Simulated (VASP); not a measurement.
A run of VASP 6.6.1 is set up as follows.

The input INCAR:

```
SYSTEM = AgCl
  PREC = Accurate
  ENCUT = 520
  EDIFF = 1E-6
  ISMEAR = 0
  SIGMA = 0.05
  LREAL = .False.
  LASPH = .True.
  NELM = 80
  ALGO = Normal
  ISIF = 2
  LWAVE = .False.
  LCHARG = .False.
  GGA = PE
  NBANDS = 16
```

File KPOINTS:

```
Automatic mesh
0
Gamma
  8 8 8
  0 0 0
```

File POSCAR:

```
AgCl
1.0
    0.0000000000      2.7687027469      2.8060228508
    2.7687027469      0.0000000000      2.8060228508
    2.7687027469      2.7687027469      0.0000000000
Ag Cl
1 1
Direct
    0.4625801134      0.5374198866      0.5374198866
    0.1138622231     -0.1138622231     -0.1138622231
```

Potentials or basis: VASP PAW PBE potentials, release 64 (Ag, Cl).

Command:

```console
$ cat potpaw_PBE.64/Ag/POTCAR potpaw_PBE.64/Cl/POTCAR > POTCAR
$ mpirun -np 1 vasp_std > vasp.out
```

Task: Estimate the largest force.

Result: 9.697 eV/Å.

Task: Predict the pressure.

Result: 25.6 GPa.

Task: Predict the band gap on the k mesh.

Result: 1.37 eV, indirect (least direct gap 1.81 eV).

Forces on the atoms (eV/Å):
```
Ag  -9.697  0.000  0.000
Cl   9.697  0.000  0.000
```

Caveat: forces of over 1 eV/Å act on the atoms, so gaps and moduli don't describe the material at rest. A k mesh can miss the band edges.
